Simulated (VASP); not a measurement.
Here is a VASP 6.6.1 calculation.

File INCAR:

```
SYSTEM = C
PREC     = Accurate       ! precision mode
ENCUT    = 910            ! plane-wave cutoff, eV
EDIFF    = 1E-6           ! SCF threshold, eV
ISMEAR   = 0              ! smearing method
SIGMA    = 0.05           ! smearing width, eV
LREAL    = .False.        ! projectors in reciprocal space
LASPH    = .True.         ! aspherical terms in the spheres
NELM     = 120            ! most SCF steps
ALGO     = Normal         ! electronic algorithm
ISIF     = 2              ! what is computed and relaxed
LWAVE    = .False.        ! write WAVECAR
LCHARG   = .True.         ! write CHGCAR
GGA      = CA             ! functional
LELF     = .True.         ! ELF
LVHAR    = .True.       
NBANDS   = 11             ! bands
GGA_COMPAT= .False.
```

The input KPOINTS:

```
Automatic mesh
0
Gamma
  12 12 12
  0 0 0
```

POSCAR

```
C
1.0
    0.0000000000      1.8165359972      1.7966710835
    1.6841032392      0.0000000000      1.7966710835
    1.6841032392      1.8165359972      0.0000000000
C
2
Direct
    0.5000000000      0.5000000000      0.5000000000
    0.7500000000      0.7500000000      0.7500000000
```

Potentials or basis: VASP PAW LDA potentials, release 64 (C_h).

The run is started by

```bash
$ cat potpaw_LDA.64/C_h/POTCAR > POTCAR
$ mpirun -np 1 vasp_std > vasp.out
```

(1) What does it give for the band gap on the k mesh?

(2) What does it give for the pressure?

Results:

(1) 2.45 eV, indirect (least direct gap 4.44 eV).

(2) 1.6 GPa.

Caveat: the cell differs from its parent crystal (strain +e along x and -e along y -0.0375, strain +e along z and -e/2 along x and y +0.0175); the cutoff is under 1.25 times the usual one of these potentials, so pressure, stress and relaxed cells hold a basis-set (Pulay) error.
